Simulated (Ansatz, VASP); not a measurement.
BN in VASP and in Ansatz

POSCAR

```
BN
1.0
    1.8048137541     -1.8048137541      0.0000000000
    1.8048137541      0.0000000000     -1.8048137541
    9.8173312278      9.8173312278      9.8173312278
B N
6 6
Direct
    1.0000000000      0.0000000000      0.2910547754
    0.3333333333      0.3333333333      0.1684950755
    0.6666666667      0.6666666667      0.4136144753
    1.0000000000      1.0000000000      0.6587338752
    0.3333333333      0.3333333333      0.5361741753
    0.6666666667      0.6666666667      0.0459353755
    0.6666666667      0.6666666667      0.3216947004
    0.0000000000      0.0000000000      0.1991350004
    0.3333333333      0.3333333333      0.4442544003
    0.6666666667      0.6666666667      0.6893738002
    0.0000000000      0.0000000000      0.5668141002
    0.3333333333      0.3333333333      0.0765753005
```

The input INCAR.step1:

```
SYSTEM = BN
ALGO     = Normal         ! electronic algorithm
EDIFF    = 1E-4           ! SCF threshold, eV
ENCUT    = 520            ! plane-wave cutoff, eV
GGA      = PE             ! functional
ISMEAR   = 0              ! smearing method
LASPH    = .TRUE.         ! aspherical terms in the spheres
LCHARG   = .FALSE.        ! write CHGCAR
LREAL    = .FALSE.        ! projectors in reciprocal space
LWAVE    = .TRUE.         ! write WAVECAR
NBANDS   = 36             ! bands
NELM     = 100            ! most SCF steps
PREC     = Accurate       ! precision mode
SIGMA    = 0.05           ! smearing width, eV
```

INCAR.step2

```
SYSTEM = BN
ALGO     = Normal         ! electronic algorithm
EDIFF    = 1E-6           ! SCF threshold, eV
ENCUT    = 520            ! plane-wave cutoff, eV
ISIF     = 2              ! what is computed and relaxed
ISMEAR   = 0              ! smearing method
ISTART   = 1            
LASPH    = .TRUE.         ! aspherical terms in the spheres
LCHARG   = .FALSE.        ! write CHGCAR
LMIXTAU  = .TRUE.       
LREAL    = .FALSE.        ! projectors in reciprocal space
LWAVE    = .FALSE.        ! write WAVECAR
METAGGA  = R2SCAN         ! meta-GGA
NBANDS   = 36             ! bands
NELM     = 100            ! most SCF steps
PREC     = Accurate       ! precision mode
SIGMA    = 0.05           ! smearing width, eV
```

File KPOINTS:

```
k-points
0
G
  10 10 2
  0 0 0
```

Input for Ansatz:

```yaml
crystal:
  lattice:
    - [1.8048137541, -1.8048137541, 0.0]
    - [1.8048137541, 0.0, -1.8048137541]
    - [9.8173312278, 9.8173312278, 9.8173312278]
  atoms:
    - { symbol: B, position: [1.0, 0.0, 0.2910547754] }
    - { symbol: B, position: [0.3333333333, 0.3333333333, 0.1684950755] }
    - { symbol: B, position: [0.6666666667, 0.6666666667, 0.4136144753] }
    - { symbol: B, position: [1.0, 1.0, 0.6587338752] }
    - { symbol: B, position: [0.3333333333, 0.3333333333, 0.5361741753] }
    - { symbol: B, position: [0.6666666667, 0.6666666667, 0.0459353755] }
    - { symbol: "N", position: [0.6666666667, 0.6666666667, 0.3216947004] }
    - { symbol: "N", position: [0.0, 0.0, 0.1991350004] }
    - { symbol: "N", position: [0.3333333333, 0.3333333333, 0.4442544003] }
    - { symbol: "N", position: [0.6666666667, 0.6666666667, 0.6893738002] }
    - { symbol: "N", position: [0.0, 0.0, 0.5668141002] }
    - { symbol: "N", position: [0.3333333333, 0.3333333333, 0.0765753005] }
basis:
  ecutwfc: 500
kpoints:
  mp_grid: { grid: [10, 10, 2] }
hamiltonian:
  xc: r2scan
scf:
  occupations: { method: gaussian, width: 0.05 }
output:
  forces: true
  stress: true
  eigenvalues: true
```

Alike in both runs: task single point; functional r2SCAN; k mesh 10 × 10 × 2; occupations gaussian, width 0.05 eV; no spin polarisation.

|  | VASP | Ansatz |
| --- | --- | --- |
| version | VASP 6.6.1 | Ansatz 0.2.0 |
| potentials or method | VASP PAW PBE potentials, release 64 (B, N), cutoff 520 eV | scalar-relativistic, plane waves, PAW |
| valence electrons in the cell | 48 | 48 |

Ansatz gave:

* gap on the k mesh at the Fermi level (eV): none
* pressure (GPa): -2.5
* traceless stress, the component that is largest in VASP (GPa): 2.29
* rms of the force components (eV/Å): 0.824

Problem. What did VASP give for the same quantities?

Solution. gap on the k mesh at the Fermi level (eV): none; pressure (GPa): -1.8; traceless stress, the component that is largest in VASP (GPa): 2.24; rms of the force components (eV/Å): 0.825.

VASP's potentials were made for PBE, not for r2SCAN. Atom by atom the forces differ by 0.010 eV/Å (rms over components). A gap of «none» marks a metal or a gap that the smearing closes. The functional is the same, so the differences come from potentials, cutoffs and numerics.
